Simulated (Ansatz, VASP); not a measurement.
**MgSc2C2: VASP beside Ansatz**

```
Mg Sc C
1.0
     3.54218    0.00000    0.00000
    -1.77109    3.06762    0.00000
     0.00000    0.00000    6.40478
Mg Sc C
1 2 2
Direct
  0.66667 0.33333 0.00000
  0.00000 0.00000 0.70570
  0.00000 0.00000 0.29430
  0.66667 0.33333 0.50000
  0.33333 0.66667 0.00000
```

Change from the starting cell: species swapped into the Sr2ZnAs2 type (P-6m2, No. 187).

Alike in both runs: task relaxation of cell and atoms; functional PBE; k mesh 12 × 12 × 6; occupations gaussian, width 0.1 eV; no spin polarisation.

```csv
,VASP,Ansatz
version,VASP 6.6.1,Ansatz 0.2.0
potentials or method,"VASP PAW PBE potentials, release 64 (Mg, Sc_sv, C), cutoff 600 eV","scalar-relativistic, plane waves, PAW"
valence electrons in the cell,32,40
```

|  | VASP | Ansatz | Ansatz less VASP |
| --- | --- | --- | --- |
| gap on the k mesh at the Fermi level, each at its own relaxed structure (eV) | none | none | - |
| relaxed volume (Å³/atom) | 13.92 | 13.87 | -0.045 |
| relaxed length of the cell vector where the two differ most in proportion (Å) | 6.407 | 6.399 | -0.0080 |

A gap of «none» marks a metal or a gap that the smearing closes. VASP's potentials hold 32 valence electrons a cell and Ansatz's 40, so a difference there can come from the potentials and not from the codes.
